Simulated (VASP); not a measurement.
## Zn7O8 (a cell with a defect): single point with PBEsol

The system is Zn7O8 (a cell with a defect).

```
Zn O
1.0
    -3.23735   -5.60726    0.00000
     4.85603   -2.80363    0.00000
     0.00000    0.00000    5.22206
Zn O
7 8
Cartesian
  1.6219 -4.7419 2.6299
  0.0441 -3.5981 0.0809
  -0.0517 -1.9944 2.6174
  3.2615 -3.6660 -0.0425
  3.2509 -1.9366 2.5805
  1.5733 0.4653 -2.1476
  1.5783 -6.4734 0.0711
  1.5960 -4.5900 4.6100
  0.0204 -3.8270 2.0107
  -0.0997 -1.8603 4.5323
  3.2323 -3.8131 1.9304
  3.4162 -1.9020 4.5080
  1.5881 -1.1038 2.1384
  -1.5983 -4.3471 4.7016
  1.6161 -6.5932 2.0207
```

| Item | Value |
| --- | --- |
| Program | VASP 6.6.1 |
| Task | single point |
| Functional | PBEsol |
| Potentials or basis | VASP PAW PBE potentials, release 64 (Zn, O) |
| Cutoff | 520 eV |
| k mesh | 2 × 2 × 2 |
| Occupations | fermi-dirac, width 0.05 eV |
| Spin | no spin polarisation |
| Dipole correction | no |
| Further INCAR settings | LREAL = Auto; ALGO = Normal; EDIFF = 1e-06; NBANDS = 79 |

```
Pressure               : -0.4 GPa
Largest force          : 1.369 eV/Å
Band gap on the k mesh : zero (bands 66 and 67 overlap by 0.42 eV)
```

Forces on the atoms (eV/Å):
```
Zn   0.024 -0.030  0.054
Zn  -0.025 -0.125  0.093
Zn   0.046  0.022  0.057
Zn  -0.009 -0.047  0.077
Zn  -0.042  0.008  0.090
Zn   0.016  0.959 -0.977
Zn   0.030 -0.027  0.052
O   -0.005 -0.046  0.080
O   -0.226 -0.185  0.167
O   -0.065 -0.152  0.087
O   -0.002 -0.004  0.065
O    0.039 -0.050  0.069
O   -0.001 -0.038 -0.081
O   -0.003 -0.103  0.033
O    0.223 -0.182  0.135
```

Stress tensor (GPa, compression positive):
```
-0.34 -0.14 -0.13
-0.14 -0.98  2.00
-0.13  2.00  0.04
```

Levels at points of the mesh, in eV from the Fermi level:
| k point | band 63 | band 64 | band 65 | band 66 | band 67 | band 68 | band 69 | band 70 |
| --- | --- | --- | --- | --- | --- | --- | --- | --- |
| (0.00, 0.00, 0.00) | -0.37 | -0.29 | 0.20 | 0.24 | 0.26 | 1.75 | 6.02 | 6.23 |
| (0.50, 0.00, 0.00) | -0.32 | -0.19 | -0.01 | 0.00 | 0.05 | 3.47 | 3.85 | 7.22 |
| (0.00, 0.50, 0.00) | -0.36 | -0.23 | -0.13 | -0.06 | 0.04 | 3.68 | 4.25 | 6.32 |
| (0.50, 0.50, 0.00) | -0.46 | -0.40 | -0.30 | -0.16 | 0.02 | 4.72 | 4.89 | 5.15 |
| (0.00, 0.00, 0.50) | -0.47 | -0.13 | -0.07 | -0.01 | 0.01 | 3.93 | 4.48 | 5.89 |
| (0.50, 0.00, 0.50) | -0.63 | -0.42 | -0.39 | -0.25 | -0.05 | 4.93 | 5.16 | 5.27 |
| (0.00, 0.50, 0.50) | -0.74 | -0.68 | -0.35 | -0.22 | -0.16 | 5.03 | 5.20 | 5.39 |
| (0.50, 0.50, 0.50) | -0.81 | -0.69 | -0.45 | -0.22 | -0.17 | 5.64 | 5.66 | 5.87 |

Run time: 3.3 min on 1 thread of Intel(R) Xeon(R) Platinum 8559C (Emerald Rapids), on a shared host, peak memory 0.3 GiB.

Caveat: the k points lie up to 0.60 Å⁻¹ apart; the PAW data sets were made with another functional, which shifts forces and pressure a little.
